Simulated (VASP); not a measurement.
A run of VASP 6.6.1:

File POSCAR:

```
KZn
1.0
    0.0000000000      3.9428280000      3.9428280000
    3.9428280000      0.0000000000      3.9428280000
    3.9428280000      3.9428280000      0.0000000000
K Zn
2 2
Direct
    0.0000000000      0.0000000000      0.0000000000
    0.2500000000      0.2500000000      0.2500000000
    0.5000000000      0.5000000000      0.5000000000
    0.7500000000      0.7500000000      0.7500000000
```

Contents of INCAR.step1:

```
SYSTEM = KZn
PREC = Accurate
ENCUT = 520
ISMEAR = -1
SIGMA = 0.0172
LREAL = .FALSE.
LASPH = .TRUE.
NELM = 100
NBANDS = 29
GGA = PE
ALGO = Normal
EDIFF = 1E-4
LWAVE = .TRUE.
LCHARG = .FALSE.
```

The input INCAR.step2:

```
SYSTEM = KZn
PREC = Accurate
ENCUT = 520
EDIFF = 1E-6
ISMEAR = -1
SIGMA = 0.0172
LREAL = .FALSE.
LASPH = .TRUE.
NELM = 100
ALGO = Normal
ISIF = 2
LWAVE = .FALSE.
LCHARG = .FALSE.
METAGGA = R2SCAN
LMIXTAU = .TRUE.
NBANDS = 29
ISTART = 1
```

KPOINTS

```
Automatic mesh
0
G
  8 8 8
  0 0 0
```

Potentials or basis: VASP PAW PBE potentials, release 64 (K_sv, Zn).

Command:

```sh
$ cat potpaw_PBE.64/K_sv/POTCAR potpaw_PBE.64/Zn/POTCAR > POTCAR
$ cp INCAR.step1 INCAR
$ mpirun -np 1 vasp_std > vasp.out
$ cp INCAR.step2 INCAR
$ mpirun -np 1 vasp_std > vasp.out
```

Hardware: 1 thread of AMD EPYC 7R13 Processor (Zen 3), with other jobs on the host.

Q: How long does it take, and how much memory?

A: Wall time 5.7 min on 1 thread of AMD EPYC 7R13 Processor (Zen 3) (shared host), peak memory 0.3 GiB. Counts: k points 29.
